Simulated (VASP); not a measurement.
MnO, 2 atoms in the cell. The structure is cubic, space group Fm-3m (No. 225). Conventional cell: a = 3.721 Å, b = 3.721 Å, c = 3.721 Å, α = 90.00°, β = 90.00°, γ = 90.00°. Within 2.5 Å of Mn (site symmetry m-3m) lie 6 O at 1.86 Å. O (site symmetry m-3m) has 6 Mn at 1.86 Å within 2.5 Å. 

```yaml
Program: VASP 6.6.1
Task: relaxation of cell and atoms
Functional: PBE
Potentials_or_basis: VASP PAW PBE potentials, release 64 (Mn_pv, O)
Cutoff: 600 eV
k_mesh: 15 × 15 × 15
Occupations: fermi-dirac, width 0.1 eV
Spin: collinear spin, ferromagnetic start
Starting_moments: "[2.6, 0.0] μB"
Dipole_correction: no
Further_INCAR_settings: ALGO = Normal; EDIFF = 1e-06; IBRION = 2; EDIFFG = -0.01; NSW = 80; ISIF = 3
```

Potentials or basis: VASP PAW PBE potentials, release 64 (Mn_pv, O).

Launch:

```sh
$ cat potpaw_PBE.64/Mn_pv/POTCAR potpaw_PBE.64/O/POTCAR > POTCAR
$ mpirun -np 1 vasp_std > vasp.out
```

Hardware: 1 thread of AMD EPYC 9R45 96-Core Processor (Zen 5) (shared host).

Question: How long does it take, and how much memory?

Answer: It took 110 s on 1 thread of AMD EPYC 9R45 96-Core Processor (Zen 5), on a shared host, peak memory 0.16 GiB. Counts: scf iterations 52, k points 120, ion steps 4.
